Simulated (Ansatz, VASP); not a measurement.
## NaF: VASP beside Ansatz

```xyz
2
Lattice="0.0000 2.1863 2.6236 2.1863 0.0000 2.6236 2.1863 2.1863 0.0000" Properties=species:S:1:pos:R:3 pbc="T T T"
Na    0.0000    0.0000    0.0000
F     2.1863    2.1863    2.6236
```

Alike in both runs: task single point; functional PBEsol; k mesh 10 × 10 × 10; occupations gaussian, width 0.05 eV; no spin polarisation.

|  | VASP | Ansatz |
| --- | --- | --- |
| version | VASP 6.6.1 | Ansatz 0.2.0 |
| potentials or method | VASP PAW PBE potentials, release 64 (Na_pv, F), cutoff 520 eV | scalar-relativistic, plane waves, PAW |
| valence electrons in the cell | 14 | 16 |

```tsv
	VASP	Ansatz	Ansatz less VASP
gap on the k mesh at the Fermi level (eV)	6.07	6.09	+0.025
least direct gap on the mesh (eV)	6.07	6.09	+0.025
pressure (GPa)	3.1	3.0	-0.04
traceless stress, the component that is largest in VASP (GPa)	-7.73	-7.39	+0.342
```

VASP's potentials were made for PBE, not for PBEsol. With one functional, cell and mesh, what is left measures potentials, basis and numerics. VASP's potentials hold 14 valence electrons a cell and Ansatz's 16, so a difference there can come from the potentials and not from the codes.
